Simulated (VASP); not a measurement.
Input of a VASP 6.6.1 run:

File INCAR:

```
SYSTEM = Sb
ALGO = Normal ; EDIFF = 1E-7
ENCUT = 520 ; GGA = PE
ISIF = 2 ; ISMEAR = 0
IVDW = 12 ; LASPH = .True.
LCHARG = .False. ; LREAL = .False.
LWAVE = .False. ; NBANDS = 12
NELM = 100 ; PREC = Accurate
SIGMA = 0.15
```

The input KPOINTS:

```
k-points
0
Gamma
  15 15 15
  0 0 0
```

The input POSCAR:

```
Sb
1.0
    2.1506003320      1.2416496806      3.7440000000
   -2.1506003320      1.2416496806      3.7440000000
    0.0000000000     -2.4832993611      3.7440000000
Sb
2
Direct
    0.2336400000      0.2336400000      0.2336400000
    0.7663600000      0.7663600000      0.7663600000
```

Potentials or basis: VASP PAW PBE potentials, release 64 (Sb).

Launch:

```bash
$ cat potpaw_PBE.64/Sb/POTCAR > POTCAR
$ mpirun -np 1 vasp_std > vasp.out
```

Q: What does it give for the band gap on the k mesh?

A: Zero (band 5 reaches 7.40 eV, above the bottom of band 6 at 7.28 eV).

Q: What does it give for the dispersion energy per atom?

A: -0.476 eV.

Q: Estimate the largest force.

A: 0.274 eV/Å.

Q: Estimate the pressure.

A: 0.5 GPa.

Stress tensor (GPa, compression positive):
```
0.73 0.00 0.00
0.00 0.73 0.00
0.00 0.00 0.17
```

Caveat: spin-orbit coupling is left out, which moves the levels of the heavy elements; pairwise dispersion overbinds metals, which lowers pressure and volume.
